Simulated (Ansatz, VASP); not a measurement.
One calculation of KF, two programs

```
K F
1.0
     0.00000    2.71054    2.40560
     2.75797    0.00000    2.40560
     2.75797    2.71054    0.00000
K F
1 1
Cartesian
  0.0000 0.0000 0.0000
  2.7580 2.7105 2.4056
```

Change from the starting cell: normal strain along x +0.0175, normal strain along z -0.1125.

Alike in both runs: task single point; functional PBE; k mesh 8 × 8 × 8; occupations gaussian, width 0.05 eV; no spin polarisation.

|  | VASP | Ansatz |
| --- | --- | --- |
| version | VASP 6.6.1 | Ansatz 0.2.0 |
| potentials or method | VASP PAW PBE potentials, release 64 (K_sv, F), cutoff 520 eV | scalar-relativistic, plane waves, PAW |
| valence electrons in the cell | 16 | 16 |

Ansatz gave:

* gap on the k mesh at the Fermi level (eV): 6.15
* least direct gap on the mesh (eV): 6.15
* pressure (GPa): 5.7
* traceless stress, the component that is largest in VASP (GPa): 8.69

**Question.** Which values does VASP return?

**Answer.** gap on the k mesh at the Fermi level (eV): 6.13; least direct gap on the mesh (eV): 6.13; pressure (GPa): 5.9; traceless stress, the component that is largest in VASP (GPa): 9.03.
